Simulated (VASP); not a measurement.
Here is a VASP 6.6.1 calculation.

Contents of INCAR:

```
PREC     = Accurate       # precision mode
ENCUT    = 520            # plane-wave cutoff, eV
EDIFF    = 1E-6           # SCF threshold, eV
ISMEAR   = 0              # smearing method
SIGMA    = 0.05           # smearing width, eV
LREAL    = False          # projectors in reciprocal space
LASPH    = True           # aspherical terms in the spheres
NELM     = 80             # most SCF steps
ALGO     = Normal         # electronic algorithm
ISIF     = 2              # what is computed and relaxed
LWAVE    = False          # write WAVECAR
LCHARG   = True           # write CHGCAR
GGA      = PS             # functional
LELF     = True           # ELF
LVHAR    = True         
NBANDS   = 15             # bands
```

KPOINTS

```
regular mesh
0
Gamma
  6 6 6
```

The input POSCAR:

```
RbBr
1.0
    4.0160356082      0.0000000000      0.0000000000
    0.0000000000      4.0160356082      0.0000000000
    0.0000000000      0.0000000000      4.0701688540
Rb Br
1 1
Direct
    0.0000000000      0.0000000000      0.0000000000
    0.5000000000      0.5000000000      0.5000000000
```

Potentials or basis: VASP PAW PBE potentials, release 64 (Rb_sv, Br).

Run with:

```sh
$ cat potpaw_PBE.64/Rb_sv/POTCAR potpaw_PBE.64/Br/POTCAR > POTCAR
$ mpirun -np 1 vasp_std > vasp.out
```

Problem. What does it give for the band gap on the k mesh?

Solution. 4.11 eV, indirect (least direct gap 4.27 eV).

Problem. Predict the pressure.

Solution. 0.6 GPa.

Stress tensor (GPa, compression positive):
```
0.71 0.00 0.00
0.00 0.71 0.00
0.00 0.00 0.30
```

Caveat: the PAW data sets were made with another functional, which shifts forces and pressure a little. A k mesh can miss the band edges.
